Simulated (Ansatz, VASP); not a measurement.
# Sn3As: VASP beside Ansatz

The input INCAR:

```
ALGO     = Fast           # electronic algorithm
EDIFF    = 1E-7           # SCF threshold, eV
ENCUT    = 520            # plane-wave cutoff, eV
GGA      = PE             # functional
ISIF     = 2              # what is computed and relaxed
ISMEAR   = 0              # smearing method
LASPH    = T              # aspherical terms in the spheres
LCHARG   = T              # write CHGCAR
LELF     = T              # ELF
LREAL    = F              # projectors in reciprocal space
LVHAR    = T            
LWAVE    = F              # write WAVECAR
NBANDS   = 32             # bands
NELM     = 100            # most SCF steps
PREC     = Accurate       # precision mode
SIGMA    = 0.1            # smearing width, eV
```

KPOINTS

```
k-points
0
Gamma
  12 12 12
```

Contents of POSCAR:

```
Sn3As
1.0
   -2.9397559783      2.9397559783      2.9397559783
    2.9397559783     -2.9397559783      2.9397559783
    2.9397559783      2.9397559783     -2.9397559783
Sn As
3 1
Direct
    0.0000000000      0.5000000000      0.5000000000
    0.5000000000      0.0000000000      0.5000000000
    0.5000000000      0.5000000000      0.0000000000
    0.0000000000      0.0000000000      0.0000000000
```

Input for Ansatz:

```yaml
crystal:
  lattice:
    - [-2.9397559783, 2.9397559783, 2.9397559783]
    - [2.9397559783, -2.9397559783, 2.9397559783]
    - [2.9397559783, 2.9397559783, -2.9397559783]
  atoms:
    - { symbol: Sn, position: [0.0, 0.5, 0.5] }
    - { symbol: Sn, position: [0.5, 0.0, 0.5] }
    - { symbol: Sn, position: [0.5, 0.5, 0.0] }
    - { symbol: As, position: [0.0, 0.0, 0.0] }
basis:
  ecutwfc: 420
kpoints:
  mp_grid: { grid: [12, 12, 12] }
hamiltonian:
  xc: pbe
scf:
  occupations: { method: gaussian, width: 0.1 }
output:
  forces: true
  stress: true
  eigenvalues: true
```

Alike in both runs: task single point; functional PBE; k mesh 12 × 12 × 12; occupations gaussian, width 0.1 eV; no spin polarisation.

```csv
,VASP,Ansatz
version,VASP 6.6.1,Ansatz 0.2.0
potentials or method,"VASP PAW PBE potentials, release 64 (Sn_d, As), cutoff 520 eV","scalar-relativistic, plane waves, PAW"
valence electrons in the cell,47,57
```

|  | VASP | Ansatz | Ansatz less VASP |
| --- | --- | --- | --- |
| gap on the k mesh at the Fermi level (eV) | none | none | - |
| pressure (GPa) | 3.8 | 3.8 | +0.01 |

A gap of «none» marks a metal or a gap that the smearing closes. With one functional, cell and mesh, what is left measures potentials, basis and numerics. VASP's potentials hold 47 valence electrons a cell and Ansatz's 57, so a difference there can come from the potentials and not from the codes.
